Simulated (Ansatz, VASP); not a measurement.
Two plane-wave programs on BiMo

```
Mo Bi
1.0
     0.00000    2.82743    2.82743
     2.82743    0.00000    2.82743
     2.82743    2.82743    0.00000
Mo Bi
1 1
Direct
  0.50000 0.50000 0.50000
  0.00000 0.00000 0.00000
```

Alike in both runs: task single point; functional r2SCAN; k mesh 10 × 10 × 10; occupations gaussian, width 0.05 eV; no spin polarisation.

|  | VASP | Ansatz |
| --- | --- | --- |
| version | VASP 6.6.1 | Ansatz 0.2.0 |
| potentials or method | VASP PAW PBE potentials, release 64 (Mo_sv, Bi_d), cutoff 520 eV | scalar-relativistic, plane waves, PAW |
| valence electrons in the cell | 29 | 29 |

|  | VASP | Ansatz | Ansatz less VASP |
| --- | --- | --- | --- |
| gap on the k mesh at the Fermi level (eV) | none | none | - |
| pressure (GPa) | 0.3 | 0.0 | -0.32 |

VASP's potentials were made for PBE, not for r2SCAN. A gap of «none» marks a metal or a gap that the smearing closes.

Spin-orbit coupling is off throughout.
